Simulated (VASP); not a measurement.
NaH:

```
Na H
1.0
     0.00000    2.59692    2.59692
     2.59692    0.00000    2.59692
     2.59692    2.59692    0.00000
Na H
1 1
Direct
  0.00000 0.00000 0.00000
  0.25000 0.25000 0.25000
```

Base run:

```yaml
Program: VASP 6.6.1
Functional: PBE
Potentials_or_basis: VASP PAW PBE potentials, release 64 (Na_pv, H)
Cutoff: 520 eV
k_mesh: 6 × 6 × 6
Occupations: gaussian, width 0.01 eV
Spin: no spin polarisation
```

Its results: band gap on the k mesh 3.63 eV, indirect (least direct gap 4.32 eV); pressure 0.2 GPa.

Question: The run is repeated on the same cell with these changes: functional from PBE to HSE06. What comes out?

Answer: Band gap on the k mesh 4.63 eV, indirect (least direct gap 5.37 eV); pressure 0.1 GPa.

HSE06 gives the wider gap, since exact exchange removes part of the self-interaction.

Caveats: the PAW data sets were made with another functional, which shifts forces and pressure a little (some runs).

A k mesh can miss the band edges.
